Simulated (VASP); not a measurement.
# CsW3 (Im-3m) in VASP: further runs

CsW3 is run at these levels: PBE; tasks: single point, relaxation of cell and atoms.

All numbers are computed with VASP 6.6.1; they aren't measurements. Logs are shortened: lines on timing, memory, paths and dates and some standing lists are left out, and cuts for length are marked.

## Step 1: The cell of the first run

Symmetry: Im-3m, No. 229, cubic system. The conventional cell has a = 5.502 Å, b = 5.502 Å, c = 5.502 Å, α = 90.00°, β = 90.00°, γ = 90.00°. Within 3.6 Å of Cs (site symmetry m-3m) lie 6 W at 2.75 Å. Within 3.6 Å of W (site symmetry 4/mmm) lie 2 Cs at 2.75 Å and 4 W at 2.75 Å.

The cell was generated, and may not be a known phase.

## Step 2: Single point, PBE

INCAR

```
PREC = Accurate
ENCUT = 520
EDIFF = 1E-6
ISMEAR = 0
SIGMA = 0.1
LREAL = F
LASPH = T
NELM = 100
ALGO = Normal
ISIF = 2
LWAVE = F
LCHARG = F
GGA = PE
NBANDS = 34
```

KPOINTS

```
Automatic mesh
0
Gamma
  12 12 12
```

POSCAR

```
CsW3
1.0
   -2.7509062752      2.7509062752      2.7509062752
    2.7509062752     -2.7509062752      2.7509062752
    2.7509062752      2.7509062752     -2.7509062752
Cs W
1 3
Direct
    0.0000000000      0.0000000000      0.0000000000
    0.0000000000      0.5000000000      0.5000000000
    0.5000000000      0.0000000000      0.5000000000
    0.5000000000      0.5000000000      0.0000000000
```

Potentials or basis: VASP PAW PBE potentials, release 64 (Cs_sv, W_sv).

The run is started by

```sh
$ cat potpaw_PBE.64/Cs_sv/POTCAR potpaw_PBE.64/W_sv/POTCAR > POTCAR
$ mpirun -np 1 vasp_std > vasp.out
```

OUTCAR:

```text
PREC = Accurate
   ENCUT = 520
   EDIFF = 1E-6
   ISMEAR = 0
   LREAL = F
   LASPH = T
   NELM = 100
   ISIF = 2
   GGA = PE

 ion  position               nearest neighbor table
   1  0.000  0.000  0.000-   2 2.75   3 2.75   4 2.75   2 2.75   3 2.75   4 2.75
   2  0.000  0.500  0.500-   1 2.75   3 2.75   4 2.75   1 2.75   4 2.75   3 2.75
   3  0.500  0.000  0.500-   1 2.75   2 2.75   4 2.75   4 2.75   1 2.75   2 2.75
   4  0.500  0.500  0.000-   1 2.75   2 2.75   3 2.75   3 2.75   2 2.75   1 2.75

  LATTYP: Found a body centered cubic cell.
 ALAT       =     5.5018125504

  Lattice vectors:

 A1 = (  -2.7509062752,   2.7509062752,   2.7509062752)
 A2 = (   2.7509062752,  -2.7509062752,   2.7509062752)
 A3 = (   2.7509062752,   2.7509062752,  -2.7509062752)

Analysis of symmetry for initial positions (statically):
=====================================================================
 Subroutine PRICEL returns:
 Original cell was already a primitive cell.

 Routine SETGRP: Setting up the symmetry group for a
 body centered cubic supercell.

 Subroutine GETGRP returns: Found 48 space group operations
 (whereof 48 operations were pure point group operations)
 out of a pool of 48 trial point group operations.

The static configuration has the point symmetry O_h .

Analysis of symmetry for dynamics (positions and initial velocities):
=====================================================================
 Subroutine PRICEL returns:
 Original cell was already a primitive cell.

 Routine SETGRP: Setting up the symmetry group for a
 body centered cubic supercell.

 Subroutine GETGRP returns: Found 48 space group operations
 (whereof 48 operations were pure point group operations)
 out of a pool of 48 trial point group operations.

The dynamic configuration has the point symmetry O_h .

 Subroutine INISYM returns: Found 48 space group operations
 (whereof 48 operations are pure point group operations),
 and found     1 'primitive' translations

----------------------------------------------------------------------------------------

                                     Primitive cell

  volume of cell :      83.2698

  direct lattice vectors                    reciprocal lattice vectors
    -2.750906275  2.750906275  2.750906275     0.000000000  0.181758283  0.181758283
     2.750906275 -2.750906275  2.750906275     0.181758283  0.000000000  0.181758283
     2.750906275  2.750906275 -2.750906275     0.181758283  0.181758283  0.000000000

  length of vectors
     4.764709436  4.764709436  4.764709436     0.257045028  0.257045028  0.257045028

  position of ions in fractional coordinates (direct lattice)
     0.000000000  0.000000000  0.000000000
     0.000000000  0.500000000  0.500000000
     0.500000000  0.000000000  0.500000000
     0.500000000  0.500000000  0.000000000

  ion indices of the primitive-cell ions
   primitive index   ion index
                 1           1
                 2           2
                 3           3
                 4           4

----------------------------------------------------------------------------------------

 KPOINTS: Automatic mesh

Automatic generation of k-mesh.
 Grid dimensions read from file:
 generate k-points for:   12   12   12

 Generating k-lattice:

  Cartesian coordinates                     Fractional coordinates (reciprocal lattice)
     0.000000000  0.015146524  0.015146524     0.083333333  0.000000000  0.000000000
     0.015146524  0.000000000  0.015146524     0.000000000  0.083333333  0.000000000
     0.015146524  0.015146524  0.000000000     0.000000000  0.000000000  0.083333333

  Length of vectors
     0.021420419  0.021420419  0.021420419

  Shift w.r.t. Gamma in fractional coordinates (k-lattice)
     0.000000000  0.000000000  0.000000000

 Subroutine IBZKPT returns following result:
 ===========================================

 Found     72 irreducible k-points:

 Following reciprocal coordinates:
            Coordinates               Weight
  0.000000  0.000000  0.000000      1.000000
  0.083333  0.000000  0.000000     12.000000
  0.166667  0.000000  0.000000     12.000000
  0.250000  0.000000  0.000000     12.000000
  0.333333  0.000000  0.000000     12.000000
  0.416667  0.000000  0.000000     12.000000
[... 16 lines left out ...]
  0.333333  0.083333  0.083333     24.000000
  0.416667  0.083333  0.083333     12.000000
 [... further k-points ...]
   k-points           NKPTS =     72   k-points in BZ     NKDIM =     72   number of bands    NBANDS=     34
   number of dos      NEDOS =    301   number of ions     NIONS =      4
   total plane-waves  NPLWV =  46656
   dimension x,y,z NGX =    36 NGY =   36 NGZ =   36
   dimension x,y,z NGXF=    72 NGYF=   72 NGZF=   72
   ions per type =               1   3
   NGX,Y,Z   is equivalent  to a cutoff of  12.56, 12.56, 12.56 a.u.
   NGXF,Y,Z  is equivalent  to a cutoff of  25.12, 25.12, 25.12 a.u.
 SYSTEM =  unknown system
   PREC   = accura    normal or accurate (medium, high low for compatibility)
   ISTART =      0    job   : 0-new  1-cont  2-samecut
   ICHARG =      2    charge: 1-file 2-atom 10-const
   ISPIN  =      1    spin polarized calculation?
   LNONCOLLINEAR =      F non collinear calculations
   LSORBIT =      F    spin-orbit coupling
   LASPH  =      T    aspherical Exc in radial PAW
   ENCUT  =  520.0 eV  38.22 Ry    6.18 a.u.   8.86  8.86  8.86*2*pi/ulx,y,z
   NELM   =    100;   NELMIN=  2; NELMDL= -5     # of ELM steps
   EDIFF  = 0.1E-05   stopping-criterion for ELM
   LREAL  =      F    real-space projection
   EDIFFG = 0.1E-04   stopping-criterion for IOM
   NSW    =      0    number of steps for IOM
   IBRION =     -1    ionic relax: 0-MD 1-quasi-New 2-CG
   NFREE  =      0    steps in history (QN), initial steepest desc. (CG)
   ISIF   =      2    stress and relaxation
   ISYM   =      2    0-nonsym 1-usesym 2-fastsym
   POTIM  = 0.5000    time-step for ionic-motion
   TEBEG  =    0.0;   TEEND  =   0.0 temperature during run
   PSTRESS=    0.0 pullay stress
   NELECT =      51.0000    total number of electrons
   NUPDOWN=      -1.0000    fix difference up-down
   EMIN   =  10.00;   EMAX   =-10.00  energy-range for DOS
   EFERMI =   0.00;   METHOD = LEGACY
   ISMEAR =     0;   SIGMA  =   0.10  broadening in eV -4-tet -1-fermi 0-gaus
   EFERMI_NEDOS =   21; number of points for ismear=-14 and -15
   IALGO  =     38    algorithm
   IMIX   =      4    mixing-type and parameters
     AMIX     =   0.40;   BMIX     =  1.00
     AMIX_MAG =   1.60;   BMIX_MAG =  1.00
  volume/ion in A,a.u.               =      20.82       140.48
  Fermi-wavevector in a.u.,A,eV,Ry     =   1.390281  2.627249 26.298427  1.932880
  Thomas-Fermi vector in A             =   2.514231
   LORBIT       =      0    0 simple, 1 ext, 2 COOP (PROOUT), +10 PAW based schemes
   GGA     = PE    functional components
   LHFCALC =     F    Hartree Fock is set to
   AEXX    =    0.0000 exact exchange contribution
   IVDW    =     0    specifies the selected vdW correction
   LEPSILON=     F    determine dielectric tensor
   LRPA    =     F    only Hartree local field effects (RPA)
 non-spin polarized calculation
 Gauss-broadening in eV      SIGMA  =   0.10
  energy-cutoff  :      520.00
  volume of cell :       83.27
 maximum number of plane-waves:      2267
   NGX = 17   NGY = 17   NGZ = 17

 number of electron      50.9999991 magnetization

 Free energy of the ion-electron system (eV)
  ---------------------------------------------------
  ext. energy  EPLUGINS =         0.00000000
  ---------------------------------------------------
  free energy    TOTEN  =       -28.24479725 eV

  energy without entropy =      -28.22240837  energy(sigma->0) =      -28.23360281

 E-fermi :   7.7460     XC(G=0): -12.0535

 val. band max:        7.7457152346   @ k =  -0.3333   0.4167   0.1667
 cond. band min:       7.7480829949   @ k =  -0.3333   0.3333   0.1667
 fundamental gap:      0.0023677603
 Fermi energy:         7.7460323676

 k-point     1 :       0.0000    0.0000    0.0000
  band No.  band energies     occupation
      1     -66.2440      2.00000
      2     -66.1614      2.00000
      3     -66.1614      2.00000
      4     -30.6865      2.00000
      5     -30.6865      2.00000
      6     -30.6865      2.00000
[... 26 lines left out ...]
     33      11.6910      0.00000
     34      11.6910      0.00000

 k-point     2 :       0.0833    0.0000    0.0000
  band No.  band energies     occupation
      1     -66.2427      2.00000
      2     -66.1626      2.00000
      3     -66.1614      2.00000
      4     -30.6867      2.00000
      5     -30.6806      2.00000
      6     -30.6785      2.00000
[... 26 lines left out ...]
     33      11.5272      0.00000
     34      11.8805      0.00000

 k-point     3 :       0.1667    0.0000    0.0000
  band No.  band energies     occupation
      1     -66.2390      2.00000
      2     -66.1663      2.00000
      3     -66.1615      2.00000
      4     -30.6872      2.00000
      5     -30.6855      2.00000
      6     -30.6781      2.00000
[... 26 lines left out ...]
     33      11.0389      0.00000
     34      12.1705      0.00000

 k-point     4 :       0.2500    0.0000    0.0000
  band No.  band energies     occupation
      1     -66.2334      2.00000
      2     -66.1719      2.00000
      3     -66.1616      2.00000
      4     -30.6924      2.00000
      5     -30.6878      2.00000
      6     -30.6776      2.00000
[... 26 lines left out ...]
     33      10.3355      0.00000
     34      12.3541      0.00000

 k-point     5 :       0.3333    0.0000    0.0000
  band No.  band energies     occupation
      1     -66.2263      2.00000
      2     -66.1789      2.00000
      3     -66.1616      2.00000
      4     -30.6992      2.00000
      5     -30.6885      2.00000
      6     -30.6772      2.00000
[... 621 lines left out ...]
 k-point    22 :       0.2500    0.0833    0.0833
  band No.  band energies     occupation
      1     -66.2235      2.00000
      2     -66.1781      2.00000
      3     -66.1653      2.00000
      4     -30.7039      2.00000
      5     -30.6726      2.00000
      6     -30.6679      2.00000
[... 26 lines left out ...]
     33      10.1153      0.00000
     34      11.4951      0.00000

 k-point    23 :       0.3333    0.0833    0.0833
  band No.  band energies     occupation
      1     -66.2162      2.00000
      2     -66.1853      2.00000
      3     -66.1653      2.00000
      4     -30.7089      2.00000
      5     -30.6720      2.00000
      6     -30.6655      2.00000
[... 26 lines left out ...]
     33      10.5120      0.00000
     34      11.4990      0.00000

 k-point    24 :       0.4167    0.0833    0.0833
  band No.  band energies     occupation
      1     -66.2125      2.00000
      2     -66.1890      2.00000
      3     -66.1654      2.00000
      4     -30.7108      2.00000
      5     -30.6718      2.00000
      6     -30.6647      2.00000
[... 26 lines left out ...]
     33      10.9014      0.00000
     34      11.4985      0.00000

 [... further k-points ...]
[... 5 lines left out ...]
  --------------------------------------------------------------------------------------
  -------------------------------------------------------------------------------------
  Total        1.0126714      1.0126714      1.0126714      0.0000000     -0.0000000      0.0000000
  in kB       19.4846124     19.4846124     19.4846124      0.0000000     -0.0000000      0.0000000
  external PRESSURE =      19.4846124 kB  Pullay stress =       0.0000000 kB

 VOLUME and BASIS-vectors are now :
 -----------------------------------------------------------------------------
  energy-cutoff  :      520.00
  volume of cell :       83.27
      direct lattice vectors                 reciprocal lattice vectors
    -2.750906275  2.750906275  2.750906275     0.000000000  0.181758283  0.181758283
     2.750906275 -2.750906275  2.750906275     0.181758283  0.000000000  0.181758283
     2.750906275  2.750906275 -2.750906275     0.181758283  0.181758283  0.000000000

 POSITION                                       TOTAL-FORCE (eV/Angst)
 -----------------------------------------------------------------------------------
      0.00000      0.00000      0.00000         0.000000     -0.000000      0.000000
      2.75091      0.00000      0.00000        -0.000000      0.000000     -0.000000
      0.00000      2.75091      0.00000         0.000000      0.000000      0.000000
      0.00000      0.00000      2.75091        -0.000000     -0.000000     -0.000000
 -----------------------------------------------------------------------------------
    total drift:                                0.000000      0.000000     -0.000000

  FREE ENERGIE OF THE ION-ELECTRON SYSTEM (eV)
  ---------------------------------------------------
  free  energy   TOTEN  =       -28.2447972536 eV

  energy  without entropy=      -28.2224083747  energy(sigma->0) =      -28.23360281
```

Wall time 71 s (1 thread of Intel Xeon 6975P-C (Granite Rapids), shared host); peak memory 0.3 GiB.

Results:

| Property | Result |
| --- | --- |
| Free energy | -28.2448 eV |
| Pressure | 1.9 GPa |
| Band gap on the k mesh | zero (an odd number of electrons rules out a gap without spin polarisation) |

Caveat: spin-orbit coupling is left out, which moves the levels of the heavy elements.

## Step 3: Relaxation of cell and atoms, PBE

INCAR

```
PREC = Accurate
ENCUT = 600
EDIFF = 1E-6
ISMEAR = 0
SIGMA = 0.1
LREAL = F
LASPH = T
NELM = 100
ALGO = Normal
ISIF = 3
LWAVE = F
LCHARG = F
GGA = PE
IBRION = 2
NSW = 100
EDIFFG = -0.01
```

KPOINTS is that of step 2.

POSCAR

```
CsW3
1.0
   -2.7519214389      2.7519214389      2.7519214389
    2.7519214389     -2.7519214389      2.7519214389
    2.7519214389      2.7519214389     -2.7519214389
Cs W
1 3
Direct
    0.0000000000      0.0000000000      0.0000000000
    0.0000000000      0.5000000000      0.5000000000
    0.5000000000      0.0000000000      0.5000000000
    0.5000000000      0.5000000000      0.0000000000
```

Potentials or basis: VASP PAW PBE potentials, release 64 (Cs_sv, W_sv).

The run is started by

```sh
$ cat potpaw_PBE.64/Cs_sv/POTCAR potpaw_PBE.64/W_sv/POTCAR > POTCAR
$ mpirun -np 1 vasp_std > vasp.out
```

Run time: 3.9 min. Hardware: 1 thread of Intel Xeon 6975P-C (Granite Rapids), shared host; peak memory 0.36 GiB.

Results (log left out):

```yaml
Free_energy: -28.2528 eV
Relaxed_volume: 21.13 Å³/atom
Relaxed_cell: a = 4.789 Å, b = 4.789 Å, c = 4.789 Å, α = 109.47°, β = 109.47°, γ = 109.47°
Space_group_after_relaxing_to_0.1_Å: Im-3m (No. 229)
Energy_gained_by_relaxing: 1.6 meV/atom
Ionic_steps: 3
Pressure_after_relaxing: 0.0 GPa
Band_gap_on_the_k_mesh: zero (an odd number of electrons rules out a gap without spin polarisation)
```

Step by step:
```tsv
step	energy change (eV)	largest force (eV/Å)	pressure (GPa)	volume (Å³)
1	0.0000	0.0000	1.83	83.36
2	0.0074	0.0000	-2.50	86.27
3	-0.0065	0.0000	-0.01	84.53
```

Final structure:
```yaml
crystal:
  lattice:
    - [-2.76468, 2.76468, 2.76468]
    - [2.76468, -2.76468, 2.76468]
    - [2.76468, 2.76468, -2.76468]
  atoms:
    - { symbol: Cs, position: [0.00000, 0.00000, 0.00000] }
    - { symbol: W, position: [0.00000, 0.50000, 0.50000] }
    - { symbol: W, position: [0.50000, 0.00000, 0.50000] }
    - { symbol: W, position: [0.50000, 0.50000, 0.00000] }
```

Levels at points of the mesh, in eV from the Fermi level:
```csv
k point,band 21,band 22,band 23,band 24,band 25,band 26,band 27,band 28,band 29,band 30
"(0.00, 0.00, 0.00)",-3.12,-3.12,-1.26,-1.26,0.30,1.34,1.34,1.34,2.88,2.88
"(0.50, 0.00, 0.00)",-1.54,-1.43,-1.20,-1.12,-0.57,-0.41,-0.31,0.39,0.99,2.27
"(0.50, 0.50, 0.50)",-2.71,-2.56,-1.49,-1.49,0.31,0.72,0.72,0.72,2.08,2.08
```

Caveat: spin-orbit coupling is left out, which moves the levels of the heavy elements.
